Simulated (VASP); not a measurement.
# Si3N4 (P-43m) in VASP: settings compared, part 3 of 3

VASP 6.6.1.

### 6 Single point, PBE

This run uses another cell than the first one, of 10.27 Å³/atom.

Contents of INCAR:

```
SYSTEM = Si3N4
PREC     = Accurate       ! precision mode
ENCUT    = 520            ! plane-wave cutoff, eV
EDIFF    = 1E-6           ! SCF threshold, eV
ISMEAR   = -1             ! smearing method
SIGMA    = 0.05           ! smearing width, eV
LREAL    = .FALSE.        ! projectors in reciprocal space
LASPH    = .TRUE.         ! aspherical terms in the spheres
NELM     = 100            ! most SCF steps
ALGO     = Normal         ! electronic algorithm
ISIF     = 2              ! what is computed and relaxed
LWAVE    = .FALSE.        ! write WAVECAR
LCHARG   = .FALSE.        ! write CHGCAR
GGA      = PE             ! functional
NBANDS   = 25             ! bands
```

Contents of KPOINTS:

```
Automatic mesh
0
G
  7 7 7
  0 0 0
```

Contents of POSCAR:

```
Si3N4
1.0
    4.1581369562      0.0000000000      0.0000000000
    0.0000000000      4.1581369562      0.0000000000
    0.0000000000      0.0000000000      4.1581369562
Si N
3 4
Direct
    0.0000000000      0.0000000000      0.5000000000
    0.5000000000      0.0000000000      0.0000000000
    0.0000000000      0.5000000000      0.0000000000
    0.2395200000      0.2395200000      0.7604800000
    0.7604800000      0.7604800000      0.7604800000
    0.2395200000      0.7604800000      0.2395200000
    0.7604800000      0.2395200000      0.2395200000
```

Potentials or basis: VASP PAW PBE potentials, release 64 (Si, N).

On the command line:

```
> cat potpaw_PBE.64/Si/POTCAR potpaw_PBE.64/N/POTCAR > POTCAR
> mpirun -np 1 vasp_std > vasp.out
```

OUTCAR:

```text
SYSTEM = Si3N4
   PREC = Accurate
   ENCUT = 520
   EDIFF = 1E-6
   ISMEAR = -1
   LREAL = .FALSE.
   LASPH = .TRUE.
   NELM = 100
   ISIF = 2
   GGA = PE

 ion  position               nearest neighbor table
   1  0.000  0.000  0.500-   4 1.78   5 1.78   6 1.78   7 1.78   2 2.94   3 2.94   2 2.94   3 2.94
                             3 2.94   3 2.94   2 2.94   2 2.94
   2  0.500  0.000  0.000-   4 1.78   5 1.78   6 1.78   7 1.78   1 2.94   3 2.94   1 2.94   3 2.94
                             1 2.94   3 2.94   1 2.94   3 2.94
[... 767 lines left out ...]
  -------------------------------------------------------------------------------------
  Total       -2.1386070     -2.1386070     -2.1386070      0.0000000     -0.0000000      0.0000000
  in kB      -47.6590309    -47.6590309    -47.6590309      0.0000000     -0.0000000      0.0000000
  external PRESSURE =     -47.6590309 kB  Pullay stress =       0.0000000 kB

 VOLUME and BASIS-vectors are now :
 -----------------------------------------------------------------------------
  energy-cutoff  :      520.00
  volume of cell :       71.89
      direct lattice vectors                 reciprocal lattice vectors
     4.158136956  0.000000000  0.000000000     0.240492319  0.000000000  0.000000000
     0.000000000  4.158136956  0.000000000     0.000000000  0.240492319  0.000000000
     0.000000000  0.000000000  4.158136956     0.000000000  0.000000000  0.240492319

 POSITION                                       TOTAL-FORCE (eV/Angst)
 -----------------------------------------------------------------------------------
      0.00000      0.00000      2.07907         0.000000      0.000000     -0.000000
      2.07907      0.00000      0.00000         0.000000      0.000000     -0.000000
      0.00000      2.07907      0.00000         0.000000      0.000000     -0.000000
      0.99596      0.99596      3.16218        -0.103493     -0.103493      0.103493
      3.16218      3.16218      3.16218         0.103493      0.103493      0.103493
      0.99596      3.16218      0.99596        -0.103493      0.103493     -0.103493
      3.16218      0.99596      0.99596         0.103493     -0.103493     -0.103493
 -----------------------------------------------------------------------------------
    total drift:                                0.000000      0.000000      0.000000

  FREE ENERGIE OF THE ION-ELECTRON SYSTEM (eV)
  ---------------------------------------------------
  free  energy   TOTEN  =       -55.5309114086 eV

  energy  without entropy=      -55.5309114085  energy(sigma->0) =      -55.53091141
```

OSZICAR:

```text
N       E                     dE             d eps       ncg     rms          rms(c)
DAV:   1     0.117493674168E+03    0.11749E+03   -0.15912E+04  1000   0.119E+03
DAV:   2    -0.547816651469E+02   -0.17228E+03   -0.16273E+03  1316   0.249E+02
DAV:   3    -0.630532568455E+02   -0.82716E+01   -0.82260E+01  1318   0.551E+01
DAV:   4    -0.631362561576E+02   -0.82999E-01   -0.82946E-01  1232   0.625E+00
DAV:   5    -0.631375614617E+02   -0.13053E-02   -0.13048E-02  1342   0.744E-01    0.193E+01
DAV:   6    -0.555359013356E+02    0.76017E+01   -0.23236E+01  1296   0.266E+01    0.882E+00
DAV:   7    -0.555576458716E+02   -0.21745E-01   -0.16613E+00  1275   0.708E+00    0.419E+00
DAV:   8    -0.555315455635E+02    0.26100E-01   -0.82254E-02  1235   0.195E+00    0.137E+00
DAV:   9    -0.555303882648E+02    0.11573E-02   -0.16803E-02  1332   0.893E-01    0.253E-01
DAV:  10    -0.555307976124E+02   -0.40935E-03   -0.16498E-03  1289   0.233E-01    0.122E-01
DAV:  11    -0.555309154773E+02   -0.11786E-03   -0.41181E-04  1287   0.135E-01    0.313E-02
DAV:  12    -0.555309105111E+02    0.49662E-05   -0.18603E-05  1317   0.333E-02    0.140E-02
DAV:  13    -0.555309114086E+02   -0.89749E-06   -0.74187E-06  1301   0.155E-02
   1 F= -.55530911E+02 E0= -.55530911E+02  d E =-.314520E-10
```

stdout:

```text
POSCAR found type information on POSCAR SiN
 POSCAR found :  2 types and       7 ions
 scaLAPACK will be used
 LDA part: xc-table for (Slater+PW92), standard interpolation
 POSCAR, INCAR and KPOINTS ok, starting setup
 FFT: planning ... GRIDC
 FFT: planning ... GRID_SOFT
 FFT: planning ... GRID
 WAVECAR not read
 entering main loop
```

Wall time 17 s (1 thread of AMD EPYC 9R45 (Zen 5), shared host); peak memory 0.14 GiB.

What came out:

| Item | Value |
| --- | --- |
| Free energy | -55.5309 eV |
| Pressure | -4.8 GPa |
| Largest force | 0.179 eV/Å |
| Band gap on the k mesh | 2.71 eV (least direct gap 2.89 eV) |

Forces in eV/Å, atoms in the order of the input:
```
Si   0.000  0.000  0.000
Si   0.000  0.000  0.000
Si   0.000  0.000  0.000
N   -0.103 -0.103  0.103
N    0.103  0.103  0.103
N   -0.103  0.103 -0.103
N    0.103 -0.103 -0.103
```

Levels at points of the mesh, in eV from the valence-band top:
| k point | band 12 | band 13 | band 14 | band 15 | band 16 | band 17 | band 18 | band 19 | band 20 | band 21 |
| --- | --- | --- | --- | --- | --- | --- | --- | --- | --- | --- |
| (0.00, 0.00, 0.00) | -3.30 | -3.30 | -0.18 | -0.18 | -0.18 | 2.71 | 2.71 | 2.71 | 3.98 | 6.70 |

Caveat: the cell stands under tension; an odd mesh through Γ misses points on the zone boundary, where band edges can lie.

### 7 Overview

| task | level | cell | cutoff (eV) | gap on the mesh (eV) | pressure (GPa) | largest force (eV/Å) |
| --- | --- | --- | --- | --- | --- | --- |
| relaxation of cell and atoms | PBEsol+D3(BJ) | relaxed from a = 4.131 Å, 7 atoms | 600 | 2.60 | -0.1 | - |
| single point | PBE | a = 4.046 Å, 7 atoms | 520 | 2.81 | 16.6 | 0.57 |
| single point | PBE | a = 4.075 Å, 7 atoms | 520 | 2.79 | 10.4 | 0.36 |
| single point | PBE | a = 4.103 Å, 7 atoms | 520 | 2.76 | 4.8 | 0.16 |
| single point | PBE | a = 4.158 Å, 7 atoms | 520 | 2.71 | -4.8 | 0.18 |

Alike in all rows: potentials or basis VASP PAW PBE potentials, release 64 (Si, N); no spin polarisation; k mesh 7 × 7 × 7; smearing fermi-dirac 0.05 eV.

Caveats: an odd mesh through Γ misses points on the zone boundary, where band edges can lie; the cell stands under pressure (at least some runs); the PAW data sets were made with another functional, which shifts forces and pressure a little (at least some runs); the cell stands under tension (at least some runs).

Total energies depend on the potentials used, so only differences within one code and one set of settings carry meaning.
